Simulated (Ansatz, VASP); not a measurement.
This is a calculation of Pb for VASP 6.6.1.

Contents of INCAR:

```
SYSTEM = Pb
PREC     = Accurate       ! precision mode
ENCUT    = 520            ! plane-wave cutoff, eV
EDIFF    = 1E-6           ! SCF threshold, eV
ISMEAR   = -1             ! smearing method
SIGMA    = 0.05           ! smearing width, eV
LREAL    = .False.        ! projectors in reciprocal space
LASPH    = .True.         ! aspherical terms in the spheres
NELM     = 60             ! most SCF steps
ALGO     = Normal         ! electronic algorithm
ISIF     = 2              ! what is computed and relaxed
LWAVE    = .False.        ! write WAVECAR
LCHARG   = .False.        ! write CHGCAR
GGA      = RP             ! functional
IVDW     = 12             ! dispersion correction
NBANDS   = 13             ! bands
```

KPOINTS

```
Automatic mesh
0
Gamma
  9 9 9
  0 0 0
```

File POSCAR:

```
Pb
1.0
    0.0000000000      2.5075897876      2.5075897876
    2.5075897876      0.0000000000      2.5075897876
    2.5075897876      2.5075897876      0.0000000000
Pb
1
Direct
    0.0000000000      0.0000000000      0.0000000000
```

Potentials or basis: VASP PAW PBE potentials, release 64 (Pb_d).

Launch:

```console
$ cat potpaw_PBE.64/Pb_d/POTCAR > POTCAR
$ mpirun -np 1 vasp_std > vasp.out
```

Question: Set up the same calculation for Ansatz 0.2.0. Potentials there: Ansatz PAW.

Answer: As run (the cutoff follows the program's own potentials):

input.yaml

```yaml
crystal:
  lattice:
    - [0.0, 2.5075897876, 2.5075897876]
    - [2.5075897876, 0.0, 2.5075897876]
    - [2.5075897876, 2.5075897876, 0.0]
  atoms:
    - { symbol: Pb, position: [0.0, 0.0, 0.0] }
hamiltonian:
  xc: rpbe
  pseudopotentials: { kind: paw }
  dispersion: d3bj
kpoints:
  mp_grid: { grid: [9, 9, 9] }
scf:
  occupations: { method: fermi_dirac, width: 0.05 }
output:
  forces: true
  stress: true
  eigenvalues: true
```

Potentials or basis: Ansatz PAW.

Command:

```console
$ ansatz run input.yaml --threads 2 --pin off --max-ram 5120MiB --backend cpu --events-out ev --progress --plain --runs-dir out
```

Both were run:

|  | VASP | Ansatz | Ansatz less VASP |
| --- | --- | --- | --- |
| gap on the k mesh at the Fermi level (eV) | none | none | - |
| pressure (GPa) | -17.3 | -17.2 | +0.06 |

VASP's potentials were made for PBE, not for RPBE. A gap of «none» marks a metal or a gap that the smearing closes.

Neither program's run includes spin-orbit coupling.
